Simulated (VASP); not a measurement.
A run of VASP 6.6.1 is set up as follows.

Contents of INCAR:

```
SYSTEM = LuHg
  ALGO = Normal
  EDIFF = 1E-8
  ENCUT = 520
  GGA = CA
  ISIF = 2
  ISMEAR = -1
  LASPH = .True.
  LCHARG = .False.
  LEFG = .True.
  LREAL = .False.
  LWAVE = .False.
  NBANDS = 26
  NELM = 60
  PREC = Accurate
  SIGMA = 0.05
```

KPOINTS

```
k-points
0
Gamma
  10 10 10
  0 0 0
```

POSCAR

```
LuHg
1.0
    3.6070000000     -0.0180350000     -0.0180350000
   -0.0180350000      3.6070000000     -0.0180350000
   -0.0180350000     -0.0180350000      3.6070000000
Lu Hg
1 1
Direct
    0.5000000000      0.5000000000      0.5000000000
    0.0000000000      0.0000000000      0.0000000000
```

Potentials or basis: VASP PAW PBE potentials, release 64 (Lu, Hg).

The run is started by

```console
$ cat potpaw_PBE.64/Lu/POTCAR potpaw_PBE.64/Hg/POTCAR > POTCAR
$ mpirun -np 1 vasp_std > vasp.out
```

Q: Predict the pressure.

A: -3.6 GPa.

Stress tensor (GPa, compression positive):
```
-3.60  0.45  0.45
 0.45 -3.60  0.45
 0.45  0.45 -3.60
```

Caveat: the cell differs from its parent crystal (equal xy, yz and zx shear strains of -1 %); without QUAD_EFG the Cq values of the log hold for a quadrupole moment of 1 mb, not for the nuclei; the PAW data sets were made with another functional, which shifts forces and pressure a little.
